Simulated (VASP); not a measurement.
# TiSe2 (P-3m1) in VASP: density of states with PBEsol

Aim: the density of states of TiSe2 with PBEsol.

Everything below comes from runs of VASP 6.6.1. Logs are shortened: lines on timing, memory, paths and dates and some standing lists are left out, and cuts for length are marked.

**1. The cell of the first run**

The structure is trigonal, space group P-3m1 (No. 164). The conventional cell has a = 3.477 Å, b = 3.477 Å, c = 5.935 Å, α = 90.00°, β = 90.00°, γ = 120.00°. Ti (site symmetry -3m) has 6 Se at 2.53 Å within 3.3 Å. Se (site symmetry 3m) has 3 Ti at 2.53 Å within 3.3 Å.

**2. Density of states, PBEsol**

POSCAR

```
TiSe2
1.0
    3.4774777008      0.0000000000      0.0000000000
   -1.7387388504      3.0115840300      0.0000000000
    0.0000000000      0.0000000000      5.9349972661
Ti Se
1 2
Direct
    0.0000000000      0.0000000000      0.0000000000
    0.3333333333      0.6666666667      0.2600254337
    0.6666666667      0.3333333333      0.7399745663
```

INCAR.step1

```
PREC = Accurate
ENCUT = 400
EDIFF = 1E-6
ISMEAR = 0
SIGMA = 0.05
LREAL = False
LASPH = True
NELM = 120
ALGO = Normal
ISIF = 2
LWAVE = False
LCHARG = True
LMAXMIX = 4
GGA = PS
NBANDS = 19
GGA_COMPAT = False
NEDOS = 2001
LORBIT = 11
```

KPOINTS.step1

```
Automatic mesh
0
Gamma
  10 10 6
```

INCAR.step2

```
PREC = Accurate
ENCUT = 400
EDIFF = 1E-6
ISMEAR = -5
SIGMA = 0.05
LREAL = False
LASPH = True
NELM = 120
ALGO = Normal
ISIF = 2
LWAVE = False
LCHARG = False
LMAXMIX = 4
GGA = PS
LORBIT = 11
NBANDS = 19
NEDOS = 2001
ICHARG = 11
GGA_COMPAT = False
```

KPOINTS.step2

```
Automatic mesh
0
Gamma
  15 15 9
```

Potentials or basis: VASP PAW PBE potentials, release 64 (Ti_sv, Se).

On the command line:

```
$ cat potpaw_PBE.64/Ti_sv/POTCAR potpaw_PBE.64/Se/POTCAR > POTCAR
$ cp INCAR.step1 INCAR
$ cp KPOINTS.step1 KPOINTS
$ mpirun -np 1 vasp_std > vasp.out
$ cp INCAR.step2 INCAR
$ cp KPOINTS.step2 KPOINTS
$ mpirun -np 1 vasp_std > vasp.out
```

OUTCAR:

```text
PREC = Accurate
   ENCUT = 400
   EDIFF = 1E-6
   ISMEAR = -5
   LREAL = False
   LASPH = True
   NELM = 120
   ISIF = 2
   GGA = PS
   LORBIT = 11
   ICHARG = 11

 ion  position               nearest neighbor table
   1  0.000  0.000  0.000-   2 2.53   3 2.53   3 2.53   2 2.53   3 2.53   2 2.53
   2  0.333  0.667  0.260-   1 2.53   1 2.53   1 2.53
   3  0.667  0.333  0.740-   1 2.53   1 2.53   1 2.53

  LATTYP: Found a hexagonal cell.
 ALAT       =     3.4774777008
 C/A-ratio  =     1.7066959954

  Lattice vectors:

 A1 = (   3.4774777008,   0.0000000000,   0.0000000000)
 A2 = (  -1.7387388504,   3.0115840300,   0.0000000000)
 A3 = (   0.0000000000,   0.0000000000,   5.9349972661)

Analysis of symmetry for initial positions (statically):
=====================================================================
 Subroutine PRICEL returns:
 Original cell was already a primitive cell.

 Routine SETGRP: Setting up the symmetry group for a
 hexagonal supercell.

 Subroutine GETGRP returns: Found 12 space group operations
 (whereof 12 operations were pure point group operations)
 out of a pool of 24 trial point group operations.

The static configuration has the point symmetry D_3d.

Analysis of symmetry for dynamics (positions and initial velocities):
=====================================================================
 Subroutine PRICEL returns:
 Original cell was already a primitive cell.

 Routine SETGRP: Setting up the symmetry group for a
 hexagonal supercell.

 Subroutine GETGRP returns: Found 12 space group operations
 (whereof 12 operations were pure point group operations)
 out of a pool of 24 trial point group operations.

The dynamic configuration has the point symmetry D_3d.

 Subroutine INISYM returns: Found 12 space group operations
 (whereof 12 operations are pure point group operations),
 and found     1 'primitive' translations

----------------------------------------------------------------------------------------

                                     Primitive cell

  volume of cell :      62.1555

  direct lattice vectors                    reciprocal lattice vectors
     3.477477701  0.000000000  0.000000000     0.287564748  0.166025585  0.000000000
    -1.738738850  3.011584030  0.000000000     0.000000000  0.332051170  0.000000000
     0.000000000  0.000000000  5.934997266     0.000000000  0.000000000  0.168492074

  length of vectors
     3.477477701  3.477477701  5.934997266     0.332051170  0.332051170  0.168492074

  position of ions in fractional coordinates (direct lattice)
     0.000000000  0.000000000  0.000000000
     0.333333333  0.666666667  0.260025434
     0.666666667  0.333333333  0.739974566

  ion indices of the primitive-cell ions
   primitive index   ion index
                 1           1
                 2           2
                 3           3

----------------------------------------------------------------------------------------

 KPOINTS: Automatic mesh

Automatic generation of k-mesh.
 Grid dimensions read from file:
 generate k-points for:   15   15    9

 Generating k-lattice:

  Cartesian coordinates                     Fractional coordinates (reciprocal lattice)
     0.019170983  0.011068372  0.000000000     0.066666667  0.000000000  0.000000000
     0.000000000  0.022136745  0.000000000     0.000000000  0.066666667  0.000000000
     0.000000000  0.000000000  0.018721342     0.000000000  0.000000000  0.111111111

  Length of vectors
     0.022136745  0.022136745  0.018721342

  Shift w.r.t. Gamma in fractional coordinates (k-lattice)
     0.000000000  0.000000000  0.000000000

 TETIRR: Found   2940 inequivalent tetrahedra from    12150

 Subroutine IBZKPT returns following result:
 ===========================================

 Found    211 irreducible k-points:

 Following reciprocal coordinates:
            Coordinates               Weight
  0.000000  0.000000  0.000000      1.000000
  0.066667 -0.000000  0.000000      6.000000
  0.133333 -0.000000  0.000000      6.000000
  0.200000 -0.000000  0.000000      6.000000
  0.266667 -0.000000  0.000000      6.000000
  0.333333 -0.000000  0.000000      6.000000
[... 16 lines left out ...]
  0.333333  0.200000  0.000000     12.000000
  0.400000  0.200000  0.000000      6.000000
 [... further k-points ...]
   k-points           NKPTS =    211   k-points in BZ     NKDIM =    211   number of bands    NBANDS=     19
   number of dos      NEDOS =   2001   number of ions     NIONS =      3
   total plane-waves  NPLWV =  23040
   dimension x,y,z NGX =    24 NGY =   24 NGZ =   40
   dimension x,y,z NGXF=    48 NGYF=   48 NGZF=   80
   ions per type =               1   2
   NGX,Y,Z   is equivalent  to a cutoff of  11.47, 11.47, 11.20 a.u.
   NGXF,Y,Z  is equivalent  to a cutoff of  22.95, 22.95, 22.41 a.u.
 SYSTEM =  unknown system
   PREC   = accura    normal or accurate (medium, high low for compatibility)
   ISTART =      0    job   : 0-new  1-cont  2-samecut
   ICHARG =     11    charge: 1-file 2-atom 10-const
   ISPIN  =      1    spin polarized calculation?
   LNONCOLLINEAR =      F non collinear calculations
   LSORBIT =      F    spin-orbit coupling
   LASPH  =      T    aspherical Exc in radial PAW
   ENCUT  =  400.0 eV  29.40 Ry    5.42 a.u.   5.67  5.67  9.68*2*pi/ulx,y,z
   NELM   =    120;   NELMIN=  2; NELMDL=  0     # of ELM steps
   EDIFF  = 0.1E-05   stopping-criterion for ELM
   LREAL  =      F    real-space projection
   EDIFFG = 0.1E-04   stopping-criterion for IOM
   NSW    =      0    number of steps for IOM
   IBRION =     -1    ionic relax: 0-MD 1-quasi-New 2-CG
   NFREE  =      0    steps in history (QN), initial steepest desc. (CG)
   ISIF   =      2    stress and relaxation
   ISYM   =      2    0-nonsym 1-usesym 2-fastsym
   POTIM  = 0.5000    time-step for ionic-motion
   TEBEG  =    0.0;   TEEND  =   0.0 temperature during run
   PSTRESS=    0.0 pullay stress
   NELECT =      24.0000    total number of electrons
   NUPDOWN=      -1.0000    fix difference up-down
   EMIN   =  10.00;   EMAX   =-10.00  energy-range for DOS
   EFERMI =   0.00;   METHOD = LEGACY
   ISMEAR =    -5;   SIGMA  =   0.05  broadening in eV -4-tet -1-fermi 0-gaus
   EFERMI_NEDOS =   21; number of points for ismear=-14 and -15
   IALGO  =     38    algorithm
   IMIX   =      4    mixing-type and parameters
     AMIX     =   0.40;   BMIX     =  1.00
     AMIX_MAG =   1.60;   BMIX_MAG =  1.00
  volume/ion in A,a.u.               =      20.72       139.82
  Fermi-wavevector in a.u.,A,eV,Ry     =   1.192116  2.252773 19.335801  1.421141
  Thomas-Fermi vector in A             =   2.328162
   LORBIT       =     11    0 simple, 1 ext, 2 COOP (PROOUT), +10 PAW based schemes
   GGA     = PS    functional components
   LHFCALC =     F    Hartree Fock is set to
   AEXX    =    0.0000 exact exchange contribution
   IVDW    =     0    specifies the selected vdW correction
   LEPSILON=     F    determine dielectric tensor
   LRPA    =     F    only Hartree local field effects (RPA)
 non-spin polarized calculation
 Fermi weights with tetrahedron method with Bloechl corrections
  energy-cutoff  :      400.00
  volume of cell :       62.16
 maximum number of plane-waves:      1154
 NGX is ok and might be reduce to    24

 number of electron      23.9999990 magnetization

 Free energy of the ion-electron system (eV)
  ---------------------------------------------------
  ext. energy  EPLUGINS =         0.00000000
  ---------------------------------------------------
  free energy    TOTEN  =       -19.45661574 eV

  energy without entropy =      -19.45661574  energy(sigma->0) =      -19.45661574

 E-fermi :   5.1453     XC(G=0): -10.3998

 val. band max:        5.2269311355   @ k =   0.1333  -0.0000   0.0000
 cond. band min:       5.0914974907   @ k =   0.4000  -0.0000   0.4444
 fundamental gap:     -0.1354336448
 Fermi energy:         5.1452665387

 k-point     1 :       0.0000    0.0000    0.0000
  band No.  band energies     occupation
      1     -52.1138      2.00000
      2     -28.4648      2.00000
      3     -28.4413      2.00000
      4     -28.4413      2.00000
      5      -9.0376      2.00000
      6      -7.4912      2.00000
[... 11 lines left out ...]
     18      10.8299      0.00000
     19      11.1536      0.00000

 k-point     2 :       0.0667   -0.0000    0.0000
  band No.  band energies     occupation
      1     -52.1134      2.00000
      2     -28.4638      2.00000
      3     -28.4461      2.00000
      4     -28.4424      2.00000
      5      -8.9856      2.00000
      6      -7.4724      2.00000
[... 11 lines left out ...]
     18      11.2389      0.00000
     19      11.4644      0.00000

 k-point     3 :       0.1333   -0.0000    0.0000
  band No.  band energies     occupation
      1     -52.1120      2.00000
      2     -28.4611      2.00000
      3     -28.4592      2.00000
      4     -28.4454      2.00000
      5      -8.8332      2.00000
      6      -7.4190      2.00000
[... 11 lines left out ...]
     18      11.9647      0.00000
     19      12.2148      0.00000

 k-point     4 :       0.2000   -0.0000    0.0000
  band No.  band energies     occupation
      1     -52.1104      2.00000
      2     -28.4793      2.00000
      3     -28.4564      2.00000
      4     -28.4498      2.00000
      5      -8.5924      2.00000
      6      -7.3400      2.00000
[... 11 lines left out ...]
     18      12.3327      0.00000
     19      12.8214      0.00000

 k-point     5 :       0.2667   -0.0000    0.0000
  band No.  band energies     occupation
      1     -52.1083      2.00000
      2     -28.5019      2.00000
      3     -28.4550      2.00000
      4     -28.4514      2.00000
      5      -8.2847      2.00000
      6      -7.2511      2.00000
[... 11 lines left out ...]
     18      12.1764      0.00000
     19      12.8053      0.00000

 k-point     6 :       0.3333   -0.0000    0.0000
  band No.  band energies     occupation
      1     -52.1064      2.00000
      2     -28.5233      2.00000
      3     -28.4598      2.00000
      4     -28.4466      2.00000
      5      -7.9438      2.00000
      6      -7.1759      2.00000
[... 11 lines left out ...]
     18      11.9130      0.00000
     19      12.3216      0.00000

 k-point     7 :       0.4000   -0.0000    0.0000
  band No.  band energies     occupation
      1     -52.1047      2.00000
      2     -28.5400      2.00000
      3     -28.4636      2.00000
      4     -28.4428      2.00000
      5      -7.6167      2.00000
      6      -7.1453      2.00000
[... 11 lines left out ...]
     18      11.6126      0.00000
     19      12.0891      0.00000

 k-point     8 :       0.4667   -0.0000    0.0000
  band No.  band energies     occupation
      1     -52.1039      2.00000
      2     -28.5492      2.00000
      3     -28.4657      2.00000
      4     -28.4407      2.00000
      5      -7.3578      2.00000
      6      -7.1930      2.00000
[... 256 lines left out ...]
 k-point    20 :       0.4000    0.1333    0.0000
  band No.  band energies     occupation
      1     -52.1035      2.00000
      2     -28.5432      2.00000
      3     -28.4771      2.00000
      4     -28.4398      2.00000
      5      -7.3016      2.00000
      6      -7.1492      2.00000
[... 11 lines left out ...]
     18      11.7104      0.00000
     19      12.5865      0.00000

 k-point    21 :       0.2000    0.2000    0.0000
  band No.  band energies     occupation
      1     -52.1057      2.00000
      2     -28.5184      2.00000
      3     -28.4713      2.00000
      4     -28.4453      2.00000
      5      -7.8710      2.00000
      6      -7.1448      2.00000
[... 11 lines left out ...]
     18      12.3059      0.00000
     19      13.6777      0.00000

 k-point    22 :       0.2667    0.2000    0.0000
  band No.  band energies     occupation
      1     -52.1043      2.00000
      2     -28.5284      2.00000
      3     -28.4805      2.00000
      4     -28.4419      2.00000
      5      -7.5784      2.00000
      6      -7.0945      2.00000
[... 11 lines left out ...]
     18      11.6567      0.00000
     19      13.6248      0.00000

 k-point    23 :       0.3333    0.2000    0.0000
  band No.  band energies     occupation
      1     -52.1034      2.00000
      2     -28.5348      2.00000
      3     -28.4873      2.00000
      4     -28.4395      2.00000
      5      -7.3328      2.00000
      6      -7.0884      2.00000
[... 11 lines left out ...]
     18      11.2900      0.00000
     19      13.4812      0.00000

 k-point    24 :       0.4000    0.2000    0.0000
  band No.  band energies     occupation
      1     -52.1030      2.00000
      2     -28.5369      2.00000
      3     -28.4898      2.00000
      4     -28.4387      2.00000
      5      -7.1979      2.00000
      6      -7.1298      2.00000
[... 11 lines left out ...]
     18      11.1774      0.00000
     19      13.4169      0.00000

 [... further k-points ...]
[... 5 lines left out ...]
  --------------------------------------------------------------------------------------
  -------------------------------------------------------------------------------------
  Total       -0.0506564     -0.0506564     -0.0545565     -0.0000000      0.0000000      0.0000000
  in kB       -1.3057661     -1.3057661     -1.4062988     -0.0000000      0.0000000      0.0000000
  external PRESSURE =      -1.3392770 kB  Pullay stress =       0.0000000 kB

 VOLUME and BASIS-vectors are now :
 -----------------------------------------------------------------------------
  energy-cutoff  :      400.00
  volume of cell :       62.16
      direct lattice vectors                 reciprocal lattice vectors
     3.477477701  0.000000000  0.000000000     0.287564748  0.166025585  0.000000000
    -1.738738850  3.011584030  0.000000000     0.000000000  0.332051170  0.000000000
     0.000000000  0.000000000  5.934997266     0.000000000  0.000000000  0.168492074

 POSITION                                       TOTAL-FORCE (eV/Angst)
 -----------------------------------------------------------------------------------
      0.00000      0.00000      0.00000        -0.000000      0.000000      0.000000
     -0.00000      2.00772      1.54325        -0.000000     -0.000000      0.043500
      1.73874      1.00386      4.39175         0.000000      0.000000     -0.043500
 -----------------------------------------------------------------------------------
    total drift:                                0.000000      0.000000     -0.000000

  FREE ENERGIE OF THE ION-ELECTRON SYSTEM (eV)
  ---------------------------------------------------
  free  energy   TOTEN  =       -19.4566157358 eV

  energy  without entropy=      -19.4566157358  energy(sigma->0) =      -19.45661574

 total charge

# of ion       s       p       d       tot
------------------------------------------
    1        2.183   6.171   1.865  10.219
    2        1.475   2.350   0.039   3.865
    3        1.475   2.350   0.039   3.865
--------------------------------------------------
tot          5.133  10.872   1.943  17.948
```

Run time: 2.5 min. Hardware: 1 thread of Intel Xeon Platinum 8375C at 2.90GHz (Ice Lake), shared host; peak memory 0.27 GiB.

Results:

| Item | Value |
| --- | --- |
| Valence electrons inside the program's atomic spheres | Ti 10.22; Se 3.87 |

Caveat: the PAW data sets were made with another functional, which shifts forces and pressure a little; tetrahedron occupations give inexact forces and stress in metals.
